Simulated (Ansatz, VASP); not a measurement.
**Rh in VASP and in Ansatz**

```
Rh
1.0
     2.65528    0.00000    0.00000
     0.00000    2.65528    0.00000
     0.00000    0.00000   21.63270
Rh
4
Direct
  0.25000 0.25000 0.37278
  0.75000 0.75000 0.45611
  0.25000 0.25000 0.54389
  0.75000 0.75000 0.62722
```

Alike in both runs: functional LDA; k mesh 15 × 15 × 1; occupations fermi-dirac, width 0.1 eV; no spin polarisation.

Ansatz relaxed the structure, and its values are those at the end. VASP's run is a single point on that final structure, the one shown.

|  | VASP | Ansatz |
| --- | --- | --- |
| version | VASP 6.6.1 | Ansatz 0.2.0 |
| potentials or method | VASP PAW LDA potentials, release 64 (Rh_pv) | PAW with Ansatz's default frozen-core files, scalar-relativistic |
| plane-wave cutoff (eV) | 520 | 420 |
| valence electrons in the cell | 60 | 68 |

VASP gave:

* rms of the force components (eV/Å): 0.021

**Question.** What did Ansatz give for the same quantities?

**Answer.** rms of the force components (eV/Å): 0.002.

LDA's correlation is that of Perdew and Zunger in VASP and of Perdew and Wang (1992) in Ansatz. VASP's potentials hold 60 valence electrons a cell and Ansatz's 68, so a difference there can come from the potentials and not from the codes. Ansatz's warnings: stress scf threshold loose, xc potential rough in thin density.
